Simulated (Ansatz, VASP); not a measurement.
## Co: VASP beside Ansatz

The input INCAR:

```
ALGO     = Normal         # electronic algorithm
EDIFF    = 1E-6           # SCF threshold, eV
ENCUT    = 690            # plane-wave cutoff, eV
GGA      = PE             # functional
GGA_COMPAT= False        
ISIF     = 2              # what is computed and relaxed
ISMEAR   = -1             # smearing method
LASPH    = True           # aspherical terms in the spheres
LCHARG   = False          # write CHGCAR
LREAL    = False          # projectors in reciprocal space
LWAVE    = False          # write WAVECAR
NBANDS   = 24             # bands
NELM     = 120            # most SCF steps
PREC     = Accurate       # precision mode
SIGMA    = 0.1            # smearing width, eV
```

The input KPOINTS:

```
k-points
0
Gamma
  5 5 3
```

The input POSCAR:

```
Co
1.0
    2.4583936733      0.0000000000      0.0000000000
   -1.2291968366      2.1290313736      0.0000000000
    0.0000000000      0.0000000000      3.9606917934
Co
2
Direct
    0.3333333333      0.6666666667      0.2500000000
    0.6666666667      0.3333333333      0.7500000000
```

Input for Ansatz:

```yaml
crystal:
  lattice:
    - [2.4583936733, 0.0, 0.0]
    - [-1.2291968366, 2.1290313736, 0.0]
    - [0.0, 0.0, 3.9606917934]
  atoms:
    - { symbol: Co, position: [0.3333333333, 0.6666666667, 0.25] }
    - { symbol: Co, position: [0.6666666667, 0.3333333333, 0.75] }
hamiltonian:
  xc: pbe
  pseudopotentials:
    kind: paw
    azcp:
      Co: "pseudopotentials/Co.paw.azcp"
basis:
  ecutwfc: 420
  fft_grid_basis: typed
kpoints:
  mp_grid: { grid: [5, 5, 3], shift: [0, 0, 0] }
magnetization:
  spin_polarized: false
scf:
  occupations: { method: fermi_dirac, width: 0.1 }
  lower_state_search: "off"
output:
  stress: true
```

Alike in both runs: task single point; functional PBE; k mesh 5 × 5 × 3; occupations fermi-dirac, width 0.1 eV; no spin polarisation.

```csv
,VASP,Ansatz
version,VASP 6.6.1,Ansatz 0.2.0
potentials or method,"VASP PAW PBE potentials, release 64 (Co_sv), cutoff 690 eV","plane waves (420 eV) with PAW, scalar-relativistic"
valence electrons in the cell,34,34
```

```tsv
	VASP	Ansatz	Ansatz less VASP
pressure (GPa)	-0.4	1.0	+1.35
traceless stress, the component that is largest in VASP (GPa)	-1.36	-1.29	+0.068
```

The k mesh is coarse, so the values compare programs but aren't converged.
